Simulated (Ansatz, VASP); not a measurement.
## Pd in VASP and in Ansatz

The input INCAR:

```
SYSTEM = Pd
PREC = Accurate
ENCUT = 600
EDIFF = 1E-6
ISMEAR = -1
SIGMA = 0.05
LREAL = .FALSE.
LASPH = .TRUE.
NELM = 80
ALGO = Normal
ISIF = 3
LWAVE = .FALSE.
LCHARG = .FALSE.
GGA = PE
IVDW = 13
IBRION = 2
NSW = 60
EDIFFG = -0.01
```

The input KPOINTS:

```
regular mesh
0
G
  12 12 12
  0 0 0
```

File POSCAR:

```
Pd
1.0
    0.0000000000      1.9465000000      1.9465000000
    1.9465000000      0.0000000000      1.9465000000
    1.9465000000      1.9465000000      0.0000000000
Pd
1
Direct
    0.0000000000      0.0000000000      0.0000000000
```

The input input.yaml:

```yaml
crystal:
  lattice:
    - [0.0, 1.9465, 1.9465]
    - [1.9465, 0.0, 1.9465]
    - [1.9465, 1.9465, 0.0]
  atoms:
    - { symbol: Pd, position: [0.0, 0.0, 0.0] }
hamiltonian:
  xc: pbe
  pseudopotentials: { kind: paw }
  dispersion: d4
kpoints:
  mp_grid: { grid: [12, 12, 12] }
scf:
  occupations: { method: fermi_dirac, width: 0.05 }
output:
  forces: true
  stress: true
relax:
  f_tol: 0.01
  max_steps: 40
  cell: { stress_tol: 0.05 }
```

Alike in both runs: task relaxation of cell and atoms; functional PBE; dispersion D4; k mesh 12 × 12 × 12; occupations fermi-dirac, width 0.05 eV; no spin polarisation.

|  | VASP | Ansatz |
| --- | --- | --- |
| version | VASP 6.6.1 | Ansatz 0.2.0 |
| potentials or method | VASP PAW PBE potentials, release 64 (Pd) | Ansatz PAW |
| plane-wave cutoff (eV) | 600 | 420 |
| valence electrons in the cell | 10 | 18 |

Ansatz gave:

```
relaxed volume (Å³/atom)                                     : 14.90
relaxed cell length with the largest relative difference (Å) : 2.762
```

**Question.** What did VASP give for the same quantities?

**Answer.** Relaxed volume (Å³/atom): 14.87; relaxed cell length with the largest relative difference (Å): 2.760.

VASP's potentials hold 10 valence electrons a cell and Ansatz's 18, so a difference there can come from the potentials and not from the codes.

Noted on Ansatz's run: the plane-wave basis is chosen anew once the cell has moved, so the energies of steps on either side of that aren't comparable.
